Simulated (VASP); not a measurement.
Set up this calculation in VASP 6.6.1, as the native input.

```yaml
Task: single point
Functional: PBE-based screened hybrid with 10 % exact exchange
Potentials_or_basis: VASP PAW PBE potentials, release 64 (K_sv, Cl)
Cutoff: 520 eV
k_mesh: 4 × 4 × 4
Occupations: fermi-dirac, width 0.05 eV
Spin: no spin polarisation
Dipole_correction: no
Grid_for_exact_exchange_PRECFOCK: Normal
Share_of_exact_exchange: 0.1
Further_INCAR_settings: ALGO = Normal; EDIFF = 1e-07; NBANDS = 15
Screening_parameter: 0.2 1/Å
```

KCl:

```
K Cl
1.0
     0.00000    3.14647    3.14647
     3.14647    0.00000    3.14647
     3.14647    3.14647    0.00000
K Cl
1 1
Direct
  0.00000 0.00000 0.00000
  0.50000 0.50000 0.50000
```

One way to write it, as run:

POSCAR

```
KCl
1.0
    0.0000000000      3.1464700000      3.1464700000
    3.1464700000      0.0000000000      3.1464700000
    3.1464700000      3.1464700000      0.0000000000
K Cl
1 1
Direct
    0.0000000000      0.0000000000      0.0000000000
    0.5000000000      0.5000000000      0.5000000000
```

INCAR.step1

```
  PREC = Accurate
  ENCUT = 520
  EDIFF = 1E-5
  ISMEAR = -1
  SIGMA = 0.05
  LREAL = F
  LASPH = T
  NELM = 60
  ALGO = Normal
  ISIF = 2
  LWAVE = T
  LCHARG = F
  NBANDS = 15
  GGA = PE
```

INCAR.step2

```
  PREC = Accurate
  ENCUT = 520
  EDIFF = 1E-7
  ISMEAR = -1
  SIGMA = 0.05
  LREAL = F
  LASPH = T
  NELM = 60
  ALGO = Normal
  ISIF = 2
  LWAVE = F
  LCHARG = F
  GGA = PE
  LHFCALC = T
  AEXX = 0.1
  HFSCREEN = 0.2
  PRECFOCK = Normal
  NBANDS = 15
  ISTART = 1
```

KPOINTS

```
regular mesh
0
Gamma
  4 4 4
```

Potentials or basis: VASP PAW PBE potentials, release 64 (K_sv, Cl).

Launch:

```console
$ cat potpaw_PBE.64/K_sv/POTCAR potpaw_PBE.64/Cl/POTCAR > POTCAR
$ cp INCAR.step1 INCAR
$ mpirun -np 1 vasp_std > vasp.out
$ cp INCAR.step2 INCAR
$ mpirun -np 1 vasp_std > vasp.out
```

It gave:

| Item | Value |
| --- | --- |
| Pressure | 0.7 GPa |
| Band gap on the k mesh | 5.71 eV |

Caveat: the k points lie up to 0.43 Å⁻¹ apart; the PAW data sets were made with another functional, which shifts forces and pressure a little.

Wall time 6 min on 1 thread of Intel(R) Xeon(R) Platinum 8259CL CPU @ 2.50GHz (Skylake/Cascade Lake) (shared host), peak memory 0.31 GiB.
